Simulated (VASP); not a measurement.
Set up this calculation in VASP 6.6.1, as the native input.

```yaml
Task: single point
Functional: PBE
Dispersion: D3(BJ)
Potentials_or_basis: VASP PAW PBE potentials, release 64 (Si, N)
Cutoff: 520 eV
k_mesh: 7 × 7 × 1
Occupations: gaussian, width 0.05 eV
Spin: collinear spin, ferromagnetic start
Starting_moments: "[0.0, 0.0, 0.0, 0.0, 3.0] μB"
Dipole_correction: yes
Further_INCAR_settings: ALGO = Normal; EDIFF = 1e-06; NBANDS = 22
```

The structure of Si4N lies in POSCAR:

```
Si4N
1.0
    3.8333442755      0.0000000000      0.0000000000
    0.0000000000      3.8333442755      0.0000000000
    0.0000000000      0.0000000000     21.1034818114
Si N
4 1
Direct
    0.0000000000      0.5000000000      0.1895421825
    0.0000000000      0.0000000000      0.2537634269
    0.5000000000      0.0000000000      0.3207061922
    0.5000000000      0.5000000000      0.3839879070
    0.6250000000      0.7500000000      0.4882361074
```

These files were run (other wordings do the same):

INCAR

```
PREC     = Accurate       # precision mode
ENCUT    = 520            # plane-wave cutoff, eV
EDIFF    = 1E-6           # SCF threshold, eV
ISMEAR   = 0              # smearing method
SIGMA    = 0.05           # smearing width, eV
LREAL    = False          # projectors in reciprocal space
LASPH    = True           # aspherical terms in the spheres
NELM     = 150            # most SCF steps
ALGO     = Normal         # electronic algorithm
ISIF     = 2              # what is computed and relaxed
LWAVE    = False          # write WAVECAR
LCHARG   = False          # write CHGCAR
ISPIN    = 2              # spin polarisation
MAGMOM   = 0 0 0 0 3      # initial moments
LORBIT   = 11             # projections on sites
LDIPOL   = True         
IDIPOL   = 3            
DIPOL    = 0.5 0.5 0.327
GGA      = PE             # functional
IVDW     = 12             # dispersion correction
NBANDS   = 22             # bands
```

KPOINTS

```
Automatic mesh
0
Gamma
  7 7 1
```

Potentials or basis: VASP PAW PBE potentials, release 64 (Si, N).

Run with:

```console
$ cat potpaw_PBE.64/Si/POTCAR potpaw_PBE.64/N/POTCAR > POTCAR
$ mpirun -np 1 vasp_std > vasp.out
```

Results of the run:

```json
{"Largest force": "2.406 eV/Å", "Net moment": "1.78 μB per cell", "Site moments": "Si -0.02, -0.01, -0.00, -0.12; N +1.43 μB", "Valence electrons inside the program's atomic spheres": "Si 1.58, 1.67, 1.55; N 3.28", "Dispersion energy per atom": "-0.204 eV"}
```

It took 6.8 min on 1 thread of Intel(R) Xeon(R) 6975P-C (Granite Rapids) (shared host), peak memory 0.62 GiB.
